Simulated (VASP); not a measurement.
# Ge (P6_3/mmc) in VASP: further runs

Runs on Ge. Level: PBE. Tasks: single point.

Everything below comes from runs of VASP 6.6.1. Logs are shortened: lines on timing, memory, paths and dates and some standing lists are left out, and cuts for length are marked.

## Step 1: The cell of the first run

It takes space group P6_3/mmc (No. 194, hexagonal). The conventional cell has a = 4.180 Å, b = 4.180 Å, c = 12.615 Å, α = 90.00°, β = 90.00°, γ = 120.00°. Within 3.3 Å of Ge (site symmetry 3m) lie 4 Ge at 2.50 to 2.64 Å. Within 3.1 Å of Ge (site symmetry 3m) lie 4 Ge at 2.38 to 2.50 Å.

This isn't the form of Ge at room conditions, which is diamond.

## Step 2: Single point, PBE

Input file INCAR:

```
SYSTEM = Ge
PREC = Accurate
ENCUT = 520
EDIFF = 1E-7
ISMEAR = 0
SIGMA = 0.15
LREAL = .False.
LASPH = .True.
NELM = 60
ALGO = Fast
ISIF = 2
LWAVE = .False.
LCHARG = .False.
GGA = PE
NBANDS = 66
```

Input file KPOINTS:

```
regular mesh
0
Gamma
  15 15 4
  0 0 0
```

Input file POSCAR:

```
Ge
1.0
    4.1804466338      0.0000000000      0.0000000000
   -2.0902233169      3.6203729840      0.0000000000
    0.0000000000      0.0000000000     12.6153338067
Ge
8
Direct
    0.0000000000      0.0000000000      0.3955272934
    0.0000000000      0.0000000000      0.6044727066
    0.0000000000      0.0000000000      0.8955272934
    0.0000000000      0.0000000000      0.1044727066
    0.3333333333      0.6666666667      0.3442031336
    0.6666666667      0.3333333333      0.6557968664
    0.6666666667      0.3333333333      0.8442031336
    0.3333333333      0.6666666667      0.1557968664
```

Potentials or basis: VASP PAW PBE potentials, release 64 (Ge_d).

Started as:

```sh
cat potpaw_PBE.64/Ge_d/POTCAR > POTCAR
mpirun -np 1 vasp_std > vasp.out
```

OUTCAR:

```text
SYSTEM = Ge
   PREC = Accurate
   ENCUT = 520
   EDIFF = 1E-7
   ISMEAR = 0
   LREAL = .False.
   LASPH = .True.
   NELM = 60
   ISIF = 2
   GGA = PE

 ion  position               nearest neighbor table
   1  0.000  0.000  0.396-   5 2.50   5 2.50   5 2.50   2 2.64
   2  0.000  0.000  0.604-   6 2.50   6 2.50   6 2.50   1 2.64
   3  0.000  0.000  0.896-   7 2.50   7 2.50   7 2.50   4 2.64
   4  0.000  0.000  0.104-   8 2.50   8 2.50   8 2.50   3 2.64
   5  0.333  0.667  0.344-   8 2.38   1 2.50   1 2.50   1 2.50
   6  0.667  0.333  0.656-   7 2.38   2 2.50   2 2.50   2 2.50
   7  0.667  0.333  0.844-   6 2.38   3 2.50   3 2.50   3 2.50
   8  0.333  0.667  0.156-   5 2.38   4 2.50   4 2.50   4 2.50

  LATTYP: Found a hexagonal cell.
 ALAT       =     4.1804466338
 C/A-ratio  =     3.0177000000

  Lattice vectors:

 A1 = (   4.1804466338,   0.0000000000,   0.0000000000)
 A2 = (  -2.0902233169,   3.6203729840,   0.0000000000)
 A3 = (   0.0000000000,   0.0000000000,  12.6153338067)

Analysis of symmetry for initial positions (statically):
=====================================================================
 Subroutine PRICEL returns:
 Original cell was already a primitive cell.

 Routine SETGRP: Setting up the symmetry group for a
 hexagonal supercell.

 Subroutine GETGRP returns: Found 24 space group operations
 (whereof 12 operations were pure point group operations)
 out of a pool of 24 trial point group operations.

The static configuration has the point symmetry D_3d.
 The point group associated with its full space group is D_6h.

Analysis of symmetry for dynamics (positions and initial velocities):
=====================================================================
 Subroutine PRICEL returns:
 Original cell was already a primitive cell.

 Routine SETGRP: Setting up the symmetry group for a
 hexagonal supercell.

 Subroutine GETGRP returns: Found 24 space group operations
 (whereof 12 operations were pure point group operations)
 out of a pool of 24 trial point group operations.

The dynamic configuration has the point symmetry D_3d.
 The point group associated with its full space group is D_6h.

 Subroutine INISYM returns: Found 24 space group operations
 (whereof 12 operations are pure point group operations),
 and found     1 'primitive' translations

----------------------------------------------------------------------------------------

                                     Primitive cell

  volume of cell :     190.9303

  direct lattice vectors                    reciprocal lattice vectors
     4.180446634  0.000000000  0.000000000     0.239208890  0.138107317  0.000000000
    -2.090223317  3.620372984  0.000000000     0.000000000  0.276214634  0.000000000
     0.000000000  0.000000000 12.615333807     0.000000000  0.000000000  0.079268612

  length of vectors
     4.180446634  4.180446634 12.615333807     0.276214634  0.276214634  0.079268612

  position of ions in fractional coordinates (direct lattice)
     0.000000000  0.000000000  0.395527293
     0.000000000  0.000000000  0.604472707
     0.000000000  0.000000000  0.895527293
     0.000000000  0.000000000  0.104472707
     0.333333333  0.666666667  0.344203134
     0.666666667  0.333333333  0.655796866
     0.666666667  0.333333333  0.844203134
     0.333333333  0.666666667  0.155796866

  ion indices of the primitive-cell ions
   primitive index   ion index
                 1           1
                 2           2
                 3           3
                 4           4
                 5           5
                 6           6
                 7           7
                 8           8

----------------------------------------------------------------------------------------

 KPOINTS: regular mesh

Automatic generation of k-mesh.
 Grid dimensions read from file:
 generate k-points for:   15   15    4

 Generating k-lattice:

  Cartesian coordinates                     Fractional coordinates (reciprocal lattice)
     0.015947259  0.009207154  0.000000000     0.066666667  0.000000000  0.000000000
     0.000000000  0.018414309  0.000000000     0.000000000  0.066666667  0.000000000
     0.000000000  0.000000000  0.019817153     0.000000000  0.000000000  0.250000000

  Length of vectors
     0.018414309  0.018414309  0.019817153

  Shift w.r.t. Gamma in fractional coordinates (k-lattice)
     0.000000000  0.000000000  0.000000000

 Subroutine IBZKPT returns following result:
 ===========================================

 Found     81 irreducible k-points:

 Following reciprocal coordinates:
            Coordinates               Weight
  0.000000  0.000000  0.000000      1.000000
  0.066667 -0.000000  0.000000      6.000000
  0.133333 -0.000000  0.000000      6.000000
  0.200000 -0.000000  0.000000      6.000000
  0.266667 -0.000000  0.000000      6.000000
  0.333333 -0.000000  0.000000      6.000000
[... 16 lines left out ...]
  0.333333  0.200000  0.000000     12.000000
  0.400000  0.200000  0.000000      6.000000
 [... further k-points ...]
   k-points           NKPTS =     81   k-points in BZ     NKDIM =     81   number of bands    NBANDS=     66
   number of dos      NEDOS =    301   number of ions     NIONS =      8
   total plane-waves  NPLWV =  98304
   dimension x,y,z NGX =    32 NGY =   32 NGZ =   96
   dimension x,y,z NGXF=    64 NGYF=   64 NGZF=  192
   ions per type =               8
   NGX,Y,Z   is equivalent  to a cutoff of  12.73, 12.73, 12.65 a.u.
   NGXF,Y,Z  is equivalent  to a cutoff of  25.45, 25.45, 25.30 a.u.
 SYSTEM =  Ge
   PREC   = accura    normal or accurate (medium, high low for compatibility)
   ISTART =      0    job   : 0-new  1-cont  2-samecut
   ICHARG =      2    charge: 1-file 2-atom 10-const
   ISPIN  =      1    spin polarized calculation?
   LNONCOLLINEAR =      F non collinear calculations
   LSORBIT =      F    spin-orbit coupling
   LASPH  =      T    aspherical Exc in radial PAW
   ENCUT  =  520.0 eV  38.22 Ry    6.18 a.u.   7.77  7.77 23.46*2*pi/ulx,y,z
   NELM   =     60;   NELMIN=  2; NELMDL= -5     # of ELM steps
   EDIFF  = 0.1E-06   stopping-criterion for ELM
   LREAL  =      F    real-space projection
   EDIFFG = 0.1E-05   stopping-criterion for IOM
   NSW    =      0    number of steps for IOM
   IBRION =     -1    ionic relax: 0-MD 1-quasi-New 2-CG
   NFREE  =      0    steps in history (QN), initial steepest desc. (CG)
   ISIF   =      2    stress and relaxation
   ISYM   =      2    0-nonsym 1-usesym 2-fastsym
   POTIM  = 0.5000    time-step for ionic-motion
   TEBEG  =    0.0;   TEEND  =   0.0 temperature during run
   PSTRESS=    0.0 pullay stress
   NELECT =     112.0000    total number of electrons
   NUPDOWN=      -1.0000    fix difference up-down
   EMIN   =  10.00;   EMAX   =-10.00  energy-range for DOS
   EFERMI =   0.00;   METHOD = LEGACY
   ISMEAR =     0;   SIGMA  =   0.15  broadening in eV -4-tet -1-fermi 0-gaus
   EFERMI_NEDOS =   21; number of points for ismear=-14 and -15
   IALGO  =     68    algorithm
   IMIX   =      4    mixing-type and parameters
     AMIX     =   0.40;   BMIX     =  1.00
     AMIX_MAG =   1.60;   BMIX_MAG =  1.00
  volume/ion in A,a.u.               =      23.87       161.06
  Fermi-wavevector in a.u.,A,eV,Ry     =   1.370427  2.589732 25.552698  1.878070
  Thomas-Fermi vector in A             =   2.496214
   LORBIT       =      0    0 simple, 1 ext, 2 COOP (PROOUT), +10 PAW based schemes
   GGA     = PE    functional components
   LHFCALC =     F    Hartree Fock is set to
   AEXX    =    0.0000 exact exchange contribution
   IVDW    =     0    specifies the selected vdW correction
   LEPSILON=     F    determine dielectric tensor
   LRPA    =     F    only Hartree local field effects (RPA)
 non-spin polarized calculation
 RMM-DIIS sequential band-by-band and
 Gauss-broadening in eV      SIGMA  =   0.15
  energy-cutoff  :      520.00
  volume of cell :      190.93
 maximum number of plane-waves:      5172
 NGX is ok and might be reduce to    32
   NGX = 15   NGY = 15   NGZ = 47

 number of electron     112.0000041 magnetization

 Free energy of the ion-electron system (eV)
  ---------------------------------------------------
  ext. energy  EPLUGINS =         0.00000000
  ---------------------------------------------------
  free energy    TOTEN  =       -35.39255012 eV

  energy without entropy =      -35.38360283  energy(sigma->0) =      -35.38807647

 E-fermi :   4.3663     XC(G=0):  -9.6759

 val. band max:        4.3489232465   @ k =   0.1333  -0.0000   0.2500
 cond. band min:       4.3786891581   @ k =   0.0667   0.0667   0.2500
 fundamental gap:      0.0297659116
 Fermi energy:         4.3663218027

 k-point     1 :       0.0000    0.0000    0.0000
  band No.  band energies     occupation
      1     -20.3344      2.00000
      2     -20.3305      2.00000
      3     -20.2774      2.00000
      4     -20.2774      2.00000
      5     -20.2768      2.00000
      6     -20.2768      2.00000
[... 58 lines left out ...]
     65       7.7230      0.00000
     66       8.3221      0.00000

 k-point     2 :       0.0667   -0.0000    0.0000
  band No.  band energies     occupation
      1     -20.3355      2.00000
      2     -20.3316      2.00000
      3     -20.2801      2.00000
      4     -20.2794      2.00000
      5     -20.2780      2.00000
      6     -20.2774      2.00000
[... 58 lines left out ...]
     65       7.7516      0.00000
     66       8.3946      0.00000

 k-point     3 :       0.1333   -0.0000    0.0000
  band No.  band energies     occupation
      1     -20.3385      2.00000
      2     -20.3348      2.00000
      3     -20.2852      2.00000
      4     -20.2836      2.00000
      5     -20.2822      2.00000
      6     -20.2786      2.00000
[... 1438 lines left out ...]
     65       9.0026      0.00000
     66       9.5651      0.00000

 k-point    24 :       0.4000    0.2000    0.0000
  band No.  band energies     occupation
      1     -20.3544      2.00000
      2     -20.3521      2.00000
      3     -20.3190      2.00000
      4     -20.3186      2.00000
      5     -20.3060      2.00000
      6     -20.3055      2.00000
[... 58 lines left out ...]
     65       8.8286      0.00000
     66       9.9247      0.00000

 [... further k-points ...]

------------------------ aborting loop because EDIFF is reached ----------------------------------------

  FORCE on cell =-STRESS in cart. coord.  units (eV):
  Direction    XX          YY          ZZ          XY          YZ          ZX
  --------------------------------------------------------------------------------------
  -------------------------------------------------------------------------------------
  Total       -2.2220565     -2.2220565      6.6981988      0.0000000      0.0000000      0.0000000
  in kB      -18.6462255    -18.6462255     56.2074485      0.0000000      0.0000000      0.0000000
  external PRESSURE =       6.3049992 kB  Pullay stress =       0.0000000 kB

 VOLUME and BASIS-vectors are now :
 -----------------------------------------------------------------------------
  energy-cutoff  :      520.00
  volume of cell :      190.93
      direct lattice vectors                 reciprocal lattice vectors
     4.180446634  0.000000000  0.000000000     0.239208890  0.138107317  0.000000000
    -2.090223317  3.620372984  0.000000000     0.000000000  0.276214634  0.000000000
     0.000000000  0.000000000 12.615333807     0.000000000  0.000000000  0.079268612

 POSITION                                       TOTAL-FORCE (eV/Angst)
 -----------------------------------------------------------------------------------
      0.00000      0.00000      4.98971         0.000000      0.000000      1.408431
      0.00000      0.00000      7.62562        -0.000000     -0.000000     -1.408431
      0.00000      0.00000     11.29738        -0.000000      0.000000      1.408431
      0.00000      0.00000      1.31796         0.000000      0.000000     -1.408431
     -0.00000      2.41358      4.34224         0.000000      0.000000      0.693232
      2.09022      1.20679      8.27310         0.000000     -0.000000     -0.693232
      2.09022      1.20679     10.64990         0.000000      0.000000      0.693232
     -0.00000      2.41358      1.96543        -0.000000     -0.000000     -0.693232
 -----------------------------------------------------------------------------------
    total drift:                               -0.000000      0.000000     -0.000000

  FREE ENERGIE OF THE ION-ELECTRON SYSTEM (eV)
  ---------------------------------------------------
  free  energy   TOTEN  =       -35.3925501159 eV

  energy  without entropy=      -35.3836028296  energy(sigma->0) =      -35.38807647
```

Run time: 25 min. Hardware: 1 thread of Oxide Virtual Turin-like, shared host; peak memory 0.71 GiB.

What came out:

```
Free energy            : -35.3926 eV
Pressure               : 0.6 GPa
Largest force          : 1.408 eV/Å
Band gap on the k mesh : zero (bands 56 and 57 overlap by 0.44 eV)
```

Forces in eV/Å, atoms in the order of the input:
```
Ge   0.000  0.000  1.408
Ge   0.000  0.000 -1.408
Ge   0.000  0.000  1.408
Ge   0.000  0.000 -1.408
Ge   0.000  0.000  0.693
Ge   0.000  0.000 -0.693
Ge   0.000  0.000  0.693
Ge   0.000  0.000 -0.693
```

Levels at points of the mesh, in eV from the Fermi level:
| k point | band 53 | band 54 | band 55 | band 56 | band 57 | band 58 | band 59 | band 60 |
| --- | --- | --- | --- | --- | --- | --- | --- | --- |
| (0.00, 0.00, 0.00) | -0.78 | -0.78 | -0.46 | -0.39 | -0.07 | -0.07 | 0.23 | 0.82 |
| (0.00, 0.00, 0.50) | -0.81 | -0.81 | -0.39 | -0.39 | -0.39 | -0.39 | 0.84 | 0.84 |

Caveat: semilocal functionals underestimate gaps, so a narrow gap can read as zero; forces of over 1 eV/Å act on the atoms, so gaps and moduli don't describe the material at rest.

(Part 1 of 3 ends here.)
